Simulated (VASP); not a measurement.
## BeCd3S2: single point with PBE

BeCd3S2:

```xyz
6
Lattice="2.8098 -5.0756 0.0000 2.8098 5.0756 0.0000 0.0000 0.0000 4.6897" Properties=species:S:1:pos:R:3 pbc="T T T"
Be    0.0000    0.0000    0.0000
Cd    2.8098    0.0000    2.3448
Cd    2.8098   -1.7042    0.0000
Cd    2.8098    1.7042    0.0000
S     1.4049   -2.5378    2.3448
S     1.4049    2.5378    2.3448
```

The cell was built from a structure type or drawn by symmetry, and may not be a known phase.

| Property | Result |
| --- | --- |
| Program | VASP 6.6.1 |
| Task | single point |
| Functional | PBE |
| Potentials or basis | VASP PAW PBE potentials, release 64 (Be, Cd, S) |
| Cutoff | 520 eV |
| k mesh | 4 × 4 × 4 |
| Occupations | gaussian, width 0.1 eV |
| Spin | no spin polarisation |
| Dipole correction | no |
| Further INCAR settings | ALGO = Normal; EDIFF = 1e-06; NBANDS = 34 |

- Pressure: 1.1 GPa
- Largest force: 0.119 eV/Å
- Band gap on the k mesh: zero (bands 25 and 26 overlap by 1.96 eV)

Forces in eV/Å, atoms in the order of the input:
```
Be   0.000  0.000  0.000
Cd   0.000  0.000  0.000
Cd   0.000  0.119  0.000
Cd   0.000 -0.119  0.000
S    0.000  0.000  0.000
S    0.000  0.000  0.000
```

Stress tensor (GPa, compression positive):
```
 0.48  0.00  0.00
 0.00 -0.68  0.00
 0.00  0.00  3.50
```

Levels at points of the mesh, in eV from the Fermi level:
```
           k point  band 21  band 22  band 23  band 24  band 25  band 26  band 27  band 28  band 29  band 30
(0.00, 0.00, 0.00)    -3.95    -2.91    -1.50    -1.22     0.08     1.29     1.72     2.04     2.39     2.52
(0.50, 0.00, 0.00)    -3.26    -2.95    -2.59    -1.67    -1.52     0.25     0.57     2.57     2.76     2.88
(0.50, 0.50, 0.00)    -2.67    -1.68    -1.51    -0.98    -0.28     0.44     0.82     1.35     2.48     3.03
(0.00, 0.00, 0.50)    -3.14    -2.37    -2.20    -1.62    -0.07     0.52     0.90     1.12     1.42     1.92
(0.50, 0.00, 0.50)    -3.72    -2.39    -2.29    -2.22    -1.26     0.60     1.40     1.82     1.82     4.01
(0.50, 0.50, 0.50)    -4.25    -3.36    -1.39    -0.76     1.47     1.57     1.81     1.82     2.81     3.11
```

Run time: 46 s on 1 thread of Intel(R) Xeon(R) 6975P-C (Granite Rapids), on a shared host, peak memory 0.31 GiB.
